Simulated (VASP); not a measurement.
# WS2 in VASP: notebook

Runs on WS2. Level: PBE. Tasks: single point.

Everything below comes from runs of VASP 6.6.1. Logs are shortened: lines on timing, memory, paths and dates and some standing lists are left out, and cuts for length are marked.

## (1) The cell of the first run

The cell holds a slab with vacuum, 3 atoms: a = 3.170 Å, b = 3.170 Å, c = 16.926 Å, α = 90.00°, β = 90.00°, γ = 120.00°.

## (2) Single point, PBE

Input file INCAR:

```
  PREC = Accurate
  ENCUT = 520
  EDIFF = 1E-6
  ISMEAR = -1
  SIGMA = 0.02
  LREAL = False
  LASPH = True
  NELM = 100
  ALGO = Normal
  ISIF = 2
  LWAVE = False
  LCHARG = False
  GGA = PE
  NBANDS = 20
```

Input file KPOINTS:

```
regular mesh
0
Gamma
  12 12 2
```

Input file POSCAR:

```
WS2
1.0
    3.1697138073      0.0000000000      0.0000000000
   -1.5848569037      2.7450526798      0.0000000000
    0.0000000000      0.0000000000     16.9263324260
W S
1 2
Direct
    0.3333333333      0.6666666667      0.0000000000
    0.6666666667      0.3333333333      0.9076849997
    0.6666666667      0.3333333333      0.0923150003
```

Potentials or basis: VASP PAW PBE potentials, release 64 (W_sv, S).

Command:

```sh
$ cat potpaw_PBE.64/W_sv/POTCAR potpaw_PBE.64/S/POTCAR > POTCAR
$ mpirun -np 1 vasp_std > vasp.out
```

OUTCAR:

```text
PREC = Accurate
   ENCUT = 520
   EDIFF = 1E-6
   ISMEAR = -1
   LREAL = False
   LASPH = True
   NELM = 100
   ISIF = 2
   GGA = PE

 ion  position               nearest neighbor table
   1  0.333  0.667  0.000-   2 2.41   3 2.41   2 2.41   3 2.41   2 2.41   3 2.41
   2  0.667  0.333  0.908-   1 2.41   1 2.41   1 2.41
   3  0.667  0.333  0.092-   1 2.41   1 2.41   1 2.41

  LATTYP: Found a hexagonal cell.
 ALAT       =     3.1697138073
 C/A-ratio  =     5.3400191484

  Lattice vectors:

 A1 = (   3.1697138073,   0.0000000000,   0.0000000000)
 A2 = (  -1.5848569037,   2.7450526798,   0.0000000000)
 A3 = (   0.0000000000,   0.0000000000,  16.9263324260)

Analysis of symmetry for initial positions (statically):
=====================================================================
 Subroutine PRICEL returns:
 Original cell was already a primitive cell.

 Routine SETGRP: Setting up the symmetry group for a
 hexagonal supercell.

 Subroutine GETGRP returns: Found 12 space group operations
 (whereof 12 operations were pure point group operations)
 out of a pool of 24 trial point group operations.

The static configuration has the point symmetry D_3h.

Analysis of symmetry for dynamics (positions and initial velocities):
=====================================================================
 Subroutine PRICEL returns:
 Original cell was already a primitive cell.

 Routine SETGRP: Setting up the symmetry group for a
 hexagonal supercell.

 Subroutine GETGRP returns: Found 12 space group operations
 (whereof 12 operations were pure point group operations)
 out of a pool of 24 trial point group operations.

The dynamic configuration has the point symmetry D_3h.

 Subroutine INISYM returns: Found 12 space group operations
 (whereof 12 operations are pure point group operations),
 and found     1 'primitive' translations

----------------------------------------------------------------------------------------

                                     Primitive cell

  volume of cell :     147.2765

  direct lattice vectors                    reciprocal lattice vectors
     3.169713807  0.000000000  0.000000000     0.315485896  0.182145867  0.000000000
    -1.584856904  2.745052680  0.000000000     0.000000000  0.364291734  0.000000000
     0.000000000  0.000000000 16.926332426     0.000000000  0.000000000  0.059079544

  length of vectors
     3.169713807  3.169713807 16.926332426     0.364291734  0.364291734  0.059079544

  position of ions in fractional coordinates (direct lattice)
     0.333333333  0.666666667  0.000000000
     0.666666667  0.333333333  0.907685000
     0.666666667  0.333333333  0.092315000

  ion indices of the primitive-cell ions
   primitive index   ion index
                 1           1
                 2           2
                 3           3

----------------------------------------------------------------------------------------

 KPOINTS: regular mesh

Automatic generation of k-mesh.
 Grid dimensions read from file:
 generate k-points for:   12   12    2

 Generating k-lattice:

  Cartesian coordinates                     Fractional coordinates (reciprocal lattice)
     0.026290491  0.015178822  0.000000000     0.083333333 -0.000000000  0.000000000
     0.000000000  0.030357644  0.000000000     0.000000000  0.083333333  0.000000000
     0.000000000  0.000000000  0.029539772     0.000000000  0.000000000  0.500000000

  Length of vectors
     0.030357644  0.030357644  0.029539772

  Shift w.r.t. Gamma in fractional coordinates (k-lattice)
     0.000000000  0.000000000  0.000000000

 Subroutine IBZKPT returns following result:
 ===========================================

 Found     38 irreducible k-points:

 Following reciprocal coordinates:
            Coordinates               Weight
  0.000000  0.000000  0.000000      1.000000
  0.083333  0.000000  0.000000      6.000000
  0.166667  0.000000  0.000000      6.000000
  0.250000  0.000000  0.000000      6.000000
  0.333333  0.000000  0.000000      6.000000
  0.416667  0.000000  0.000000      6.000000
[... 16 lines left out ...]
  0.250000  0.000000  0.500000      6.000000
  0.333333  0.000000  0.500000      6.000000
 [... further k-points ...]
   k-points           NKPTS =     38   k-points in BZ     NKDIM =     38   number of bands    NBANDS=     20
   number of dos      NEDOS =    301   number of ions     NIONS =      3
   total plane-waves  NPLWV =  72576
   dimension x,y,z NGX =    24 NGY =   24 NGZ =  126
   dimension x,y,z NGXF=    48 NGYF=   48 NGZF=  252
   ions per type =               1   2
   NGX,Y,Z   is equivalent  to a cutoff of  12.59, 12.59, 12.38 a.u.
   NGXF,Y,Z  is equivalent  to a cutoff of  25.18, 25.18, 24.75 a.u.
 SYSTEM =  unknown system
   PREC   = accura    normal or accurate (medium, high low for compatibility)
   ISTART =      0    job   : 0-new  1-cont  2-samecut
   ICHARG =      2    charge: 1-file 2-atom 10-const
   ISPIN  =      1    spin polarized calculation?
   LNONCOLLINEAR =      F non collinear calculations
   LSORBIT =      F    spin-orbit coupling
   LASPH  =      T    aspherical Exc in radial PAW
   ENCUT  =  520.0 eV  38.22 Ry    6.18 a.u.   5.89  5.89 31.47*2*pi/ulx,y,z
   NELM   =    100;   NELMIN=  2; NELMDL= -5     # of ELM steps
   EDIFF  = 0.1E-05   stopping-criterion for ELM
   LREAL  =      F    real-space projection
   EDIFFG = 0.1E-04   stopping-criterion for IOM
   NSW    =      0    number of steps for IOM
   IBRION =     -1    ionic relax: 0-MD 1-quasi-New 2-CG
   NFREE  =      0    steps in history (QN), initial steepest desc. (CG)
   ISIF   =      2    stress and relaxation
   ISYM   =      2    0-nonsym 1-usesym 2-fastsym
   POTIM  = 0.5000    time-step for ionic-motion
   TEBEG  =    0.0;   TEEND  =   0.0 temperature during run
   PSTRESS=    0.0 pullay stress
   NELECT =      26.0000    total number of electrons
   NUPDOWN=      -1.0000    fix difference up-down
   EMIN   =  10.00;   EMAX   =-10.00  energy-range for DOS
   EFERMI =   0.00;   METHOD = LEGACY
   ISMEAR =    -1;   SIGMA  =   0.02  broadening in eV -4-tet -1-fermi 0-gaus
   EFERMI_NEDOS =   21; number of points for ismear=-14 and -15
   IALGO  =     38    algorithm
   IMIX   =      4    mixing-type and parameters
     AMIX     =   0.40;   BMIX     =  1.00
     AMIX_MAG =   1.60;   BMIX_MAG =  1.00
  volume/ion in A,a.u.               =      49.09       331.29
  Fermi-wavevector in a.u.,A,eV,Ry     =   0.918378  1.735483 11.475398  0.843418
  Thomas-Fermi vector in A             =   2.043453
   LORBIT       =      0    0 simple, 1 ext, 2 COOP (PROOUT), +10 PAW based schemes
   GGA     = PE    functional components
   LHFCALC =     F    Hartree Fock is set to
   AEXX    =    0.0000 exact exchange contribution
   IVDW    =     0    specifies the selected vdW correction
   LEPSILON=     F    determine dielectric tensor
   LRPA    =     F    only Hartree local field effects (RPA)
 non-spin polarized calculation
  energy-cutoff  :      520.00
  volume of cell :      147.28
 maximum number of plane-waves:      4000
 NGX is ok and might be reduce to    24
   NGX = 11   NGY = 11   NGZ = 63

 number of electron      25.9999998 magnetization

 Free energy of the ion-electron system (eV)
  ---------------------------------------------------
  ext. energy  EPLUGINS =         0.00000000
  ---------------------------------------------------
  free energy    TOTEN  =       -23.66714388 eV

  energy without entropy =      -23.66714388  energy(sigma->0) =      -23.66714388

 E-fermi :  -0.7439     XC(G=0):  -4.5675

 val. band max:       -1.1603271767   @ k =   0.3333   0.3333   0.0000
 cond. band min:       0.6926285483   @ k =   0.3333   0.3333   0.0000
 fundamental gap:      1.8529557250
 Fermi energy:        -0.7439096557

 k-point     1 :       0.0000    0.0000    0.0000
  band No.  band energies     occupation
      1     -75.1578      2.00000
      2     -39.4058      2.00000
      3     -39.2461      2.00000
      4     -39.2461      2.00000
      5     -15.9808      2.00000
      6     -14.3132      2.00000
[... 12 lines left out ...]
     19       4.2904      0.00000
     20       4.4325      0.00000

 k-point     2 :       0.0833    0.0000    0.0000
  band No.  band energies     occupation
      1     -75.1565      2.00000
      2     -39.4015      2.00000
      3     -39.2700      2.00000
      4     -39.2516      2.00000
      5     -15.8643      2.00000
      6     -14.2711      2.00000
[... 12 lines left out ...]
     19       4.4292      0.00000
     20       4.8371      0.00000

 k-point     3 :       0.1667    0.0000    0.0000
  band No.  band energies     occupation
      1     -75.1533      2.00000
      2     -39.3898      2.00000
      3     -39.3347      2.00000
      4     -39.2667      2.00000
      5     -15.5327      2.00000
      6     -14.1514      2.00000
[... 12 lines left out ...]
     19       4.8283      0.00000
     20       5.6941      0.00000

 k-point     4 :       0.2500    0.0000    0.0000
  band No.  band energies     occupation
      1     -75.1489      2.00000
      2     -39.4219      2.00000
      3     -39.3737      2.00000
      4     -39.2873      2.00000
      5     -15.0398      2.00000
      6     -13.9755      2.00000
[... 12 lines left out ...]
     19       5.4346      0.00000
     20       6.2204      0.00000

 k-point     5 :       0.3333    0.0000    0.0000
  band No.  band energies     occupation
      1     -75.1444      2.00000
      2     -39.5079      2.00000
      3     -39.3575      2.00000
      4     -39.3077      2.00000
      5     -14.4819      2.00000
      6     -13.7822      2.00000
[... 12 lines left out ...]
     19       6.0758      0.00000
     20       6.1327      0.00000
[... 353 lines left out ...]
      6     -14.2711      2.00000
[... 12 lines left out ...]
     19       4.2184      0.00000
     20       4.9922      0.00000

 k-point    22 :       0.1667    0.0000    0.5000
  band No.  band energies     occupation
      1     -75.1533      2.00000
      2     -39.3898      2.00000
      3     -39.3347      2.00000
      4     -39.2667      2.00000
      5     -15.5327      2.00000
      6     -14.1514      2.00000
[... 12 lines left out ...]
     19       4.7070      0.00000
     20       6.0319      0.00000

 k-point    23 :       0.2500    0.0000    0.5000
  band No.  band energies     occupation
      1     -75.1489      2.00000
      2     -39.4220      2.00000
      3     -39.3737      2.00000
      4     -39.2873      2.00000
      5     -15.0398      2.00000
      6     -13.9755      2.00000
[... 12 lines left out ...]
     19       5.2637      0.00000
     20       6.5988      0.00000

 k-point    24 :       0.3333    0.0000    0.5000
  band No.  band energies     occupation
      1     -75.1444      2.00000
      2     -39.5079      2.00000
      3     -39.3575      2.00000
      4     -39.3077      2.00000
      5     -14.4819      2.00000
      6     -13.7822      2.00000
[... 12 lines left out ...]
     19       5.9976      0.00000
     20       6.2066      0.00000

 [... further k-points ...]

------------------------ aborting loop because EDIFF is reached ----------------------------------------

  FORCE on cell =-STRESS in cart. coord.  units (eV):
  Direction    XX          YY          ZZ          XY          YZ          ZX
  --------------------------------------------------------------------------------------
  -------------------------------------------------------------------------------------
  Total        0.8736986      0.8736986      0.9127621     -0.0000000      0.0000000      0.0000000
  in kB        9.5047045      9.5047045      9.9296647     -0.0000000      0.0000000      0.0000000
  external PRESSURE =       9.6463579 kB  Pullay stress =       0.0000000 kB

 VOLUME and BASIS-vectors are now :
 -----------------------------------------------------------------------------
  energy-cutoff  :      520.00
  volume of cell :      147.28
      direct lattice vectors                 reciprocal lattice vectors
     3.169713807  0.000000000  0.000000000     0.315485896  0.182145867  0.000000000
    -1.584856904  2.745052680  0.000000000     0.000000000  0.364291734  0.000000000
     0.000000000  0.000000000 16.926332426     0.000000000  0.000000000  0.059079544

 POSITION                                       TOTAL-FORCE (eV/Angst)
 -----------------------------------------------------------------------------------
     -0.00000      1.83004      0.00000        -0.000000     -0.000000      0.000000
      1.58486      0.91502     15.36378         0.000000      0.000000     -0.301239
      1.58486      0.91502      1.56255         0.000000      0.000000      0.301239
 -----------------------------------------------------------------------------------
    total drift:                                0.000000     -0.000000     -0.000000

  FREE ENERGIE OF THE ION-ELECTRON SYSTEM (eV)
  ---------------------------------------------------
  free  energy   TOTEN  =       -23.6671438835 eV

  energy  without entropy=      -23.6671438835  energy(sigma->0) =      -23.66714388
```

Run time: 91 s. Hardware: 1 thread of Intel Xeon 6975P-C (Granite Rapids), shared host; peak memory 0.29 GiB.

What came out:

```
Free energy            : -23.6671 eV
Largest force          : 0.301 eV/Å
Band gap on the k mesh : 1.85 eV
```

Forces on the atoms (eV/Å):
```
W    0.000  0.000  0.000
S    0.000  0.000 -0.301
S    0.000  0.000  0.301
```

Caveat: spin-orbit coupling is left out, which moves the levels of the heavy elements.

## (3) Single point, PBE (epitaxial xy strain +4.9%)

Input file INCAR:

```
ALGO     = Normal         # electronic algorithm
EDIFF    = 1E-6           # SCF threshold, eV
ENCUT    = 520            # plane-wave cutoff, eV
GGA      = PE             # functional
ISIF     = 2              # what is computed and relaxed
ISMEAR   = -1             # smearing method
LASPH    = T              # aspherical terms in the spheres
LCHARG   = F              # write CHGCAR
LREAL    = F              # projectors in reciprocal space
LWAVE    = F              # write WAVECAR
NBANDS   = 20             # bands
NELM     = 60             # most SCF steps
PREC     = Accurate       # precision mode
SIGMA    = 0.02           # smearing width, eV
```

Input file KPOINTS:

```
k-points
0
Gamma
  12 12 2
```

Input file POSCAR:

```
WS2
1.0
    3.3237618983      0.0000000000      0.0000000000
   -1.6618809492      2.8784622400      0.0000000000
    0.0000000000      0.0000000000     16.5150225480
W S
1 2
Direct
    0.3333333333      0.6666666667      0.0000000000
    0.6666666667      0.3333333333      0.9083441729
    0.6666666667      0.3333333333      0.0916558271
```

Potentials or basis: VASP PAW PBE potentials, release 64 (W_sv, S).

Command:

```sh
$ cat potpaw_PBE.64/W_sv/POTCAR potpaw_PBE.64/S/POTCAR > POTCAR
$ mpirun -np 1 vasp_std > vasp.out
```

Run time: 1.9 min. Hardware: 1 thread of Intel Xeon 6975P-C (Granite Rapids), shared host; peak memory 0.35 GiB.

It converged, with:

```
Free energy            : -23.5094 eV
Largest force          : 0.242 eV/Å
Band gap on the k mesh : 0.79 eV (least direct gap 1.32 eV)
```

Forces in eV/Å, atoms in the order of the input:
```
W    0.000  0.000  0.000
S    0.000  0.000 -0.242
S    0.000  0.000  0.242
```

Levels at points of the mesh, in eV from the valence-band top:
| k point | band 9 | band 10 | band 11 | band 12 | band 13 | band 14 | band 15 | band 16 | band 17 | band 18 |
| --- | --- | --- | --- | --- | --- | --- | --- | --- | --- | --- |
| (0.00, 0.00, 0.00) | -3.59 | -2.38 | -2.38 | -2.01 | 0.00 | 2.16 | 2.16 | 2.47 | 2.47 | 4.04 |
| (0.50, 0.00, 0.00) | -4.65 | -3.91 | -2.14 | -2.09 | -1.21 | 1.85 | 2.24 | 3.51 | 4.12 | 4.59 |
| (0.00, 0.00, 0.50) | -3.59 | -2.38 | -2.38 | -2.01 | 0.00 | 2.16 | 2.16 | 2.47 | 2.47 | 4.05 |
| (0.50, 0.00, 0.50) | -4.65 | -3.91 | -2.14 | -2.09 | -1.21 | 1.85 | 2.24 | 3.51 | 4.12 | 4.59 |

Caveat: the cell differs from its parent crystal (epitaxial xy strain +4.9%); spin-orbit coupling is left out, which moves the levels of the heavy elements.
